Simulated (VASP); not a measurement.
Cu, 1 atom in the cell. The structure is tetragonal, space group I4/mmm (No. 139). Conventional cell: a = 2.556 Å, b = 2.556 Å, c = 3.603 Å, α = 90.00°, β = 90.00°, γ = 90.00°. Within 3.4 Å of Cu (site symmetry 4/mmm) lie 12 Cu at 2.55 to 2.56 Å. 

- Program: VASP 6.6.1
- Task: single point
- Functional: r2SCAN
- Dispersion: D3(BJ)
- Potentials or basis: VASP PAW PBE potentials, release 64 (Cu)
- Cutoff: 520 eV
- k mesh: 16 × 16 × 16
- Occupations: fermi-dirac, width 0.1 eV
- Spin: no spin polarisation
- Dipole correction: no
- Further INCAR settings: ALGO = Normal; EDIFF = 1e-06; NBANDS = 12

Potentials or basis: VASP PAW PBE potentials, release 64 (Cu).

Command:

```sh
$ cat potpaw_PBE.64/Cu/POTCAR > POTCAR
$ cp INCAR.step1 INCAR
$ mpirun -np 1 vasp_std > vasp.out
$ cp INCAR.step2 INCAR
$ mpirun -np 1 vasp_std > vasp.out
```

Hardware: 1 thread of Intel(R) Xeon(R) Platinum 8488C (Sapphire Rapids), on a shared host.

Q: How long does it take, and how much memory?

A: It took 2.4 min on 1 thread of Intel(R) Xeon(R) Platinum 8488C (Sapphire Rapids), with other jobs on the host, peak memory 0.17 GiB. Counts: k points 349.
